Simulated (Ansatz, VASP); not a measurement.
Two plane-wave programs on NaF

```
Na F
1.0
     0.00000    2.32330    2.32330
     2.32330    0.00000    2.32330
     2.32330    2.32330    0.00000
Na F
1 1
Direct
  0.00000 0.00000 0.00000
  0.50000 0.50000 0.50000
```

Alike in both runs: task electric field gradients; functional PBEsol; k mesh 10 × 10 × 10; occupations fermi-dirac, width 0.02 eV; no spin polarisation.

|  | VASP | Ansatz |
| --- | --- | --- |
| version | VASP 6.6.1 | Ansatz 0.2.0 |
| potentials or method | VASP PAW PBE potentials, release 64 (Na_pv, F) | PAW with Ansatz's default frozen-core files, scalar-relativistic |
| plane-wave cutoff (eV) | 520 | 420 |
| valence electrons in the cell | 14 | 16 |

|  | VASP | Ansatz | Ansatz less VASP |
| --- | --- | --- | --- |
| gap on the k mesh at the Fermi level (eV) | 6.12 | 6.14 | +0.021 |
| pressure (GPa) | -0.6 | -0.5 | +0.04 |

VASP's potentials were made for PBE, not for PBEsol. The functional is the same, so the differences come from potentials, cutoffs and numerics. VASP's potentials hold 14 valence electrons a cell and Ansatz's 16, so a difference there can come from the potentials and not from the codes.
